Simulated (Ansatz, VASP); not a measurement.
## One calculation of Mo, two programs

File INCAR:

```
SYSTEM = Mo
PREC = Accurate
ENCUT = 520
EDIFF = 1E-7
ISMEAR = 0
SIGMA = 0.15
LREAL = .FALSE.
LASPH = .TRUE.
NELM = 100
ALGO = Fast
ISIF = 2
LWAVE = .FALSE.
LCHARG = .FALSE.
GGA = PS
NBANDS = 13
```

KPOINTS

```
regular mesh
0
G
  22 22 22
  0 0 0
```

The input POSCAR:

```
Mo
1.0
   -1.5710000000      1.5710000000      1.4924500000
    1.5710000000     -1.5710000000      1.4924500000
    1.5710000000      1.5710000000     -1.4924500000
Mo
1
Direct
    0.0000000000      0.0000000000      0.0000000000
```

Input for Ansatz:

```yaml
crystal:
  lattice:
    - [-1.571, 1.571, 1.49245]
    - [1.571, -1.571, 1.49245]
    - [1.571, 1.571, -1.49245]
  atoms:
    - { symbol: Mo, position: [0.0, 0.0, 0.0] }
basis:
  ecutwfc: 420
kpoints:
  mp_grid: { grid: [22, 22, 22] }
hamiltonian:
  xc: pbesol
scf:
  occupations: { method: gaussian, width: 0.15 }
output:
  forces: true
  stress: true
  eigenvalues: true
```

Change from the starting cell: strain -0.0500 x Voigt [0, 0, 1, 0, 0, 0], atoms carried along.

Alike in both runs: task single point; functional PBEsol; k mesh 22 × 22 × 22; occupations gaussian, width 0.15 eV; no spin polarisation.

|  | VASP | Ansatz |
| --- | --- | --- |
| version | VASP 6.6.1 | Ansatz 0.2.0 |
| potentials or method | VASP PAW PBE potentials, release 64 (Mo_sv), cutoff 520 eV | scalar-relativistic, plane waves, PAW |
| valence electrons in the cell | 14 | 14 |

|  | VASP | Ansatz | Ansatz less VASP |
| --- | --- | --- | --- |
| gap on the k mesh at the Fermi level (eV) | none | none | - |
| pressure (GPa) | 13.0 | 12.3 | -0.70 |
| traceless stress, the component that is largest in VASP (GPa) | 12.05 | 12.05 | -0.002 |

VASP's potentials were made for PBE, not for PBEsol. A gap of «none» marks a metal or a gap that the smearing closes.
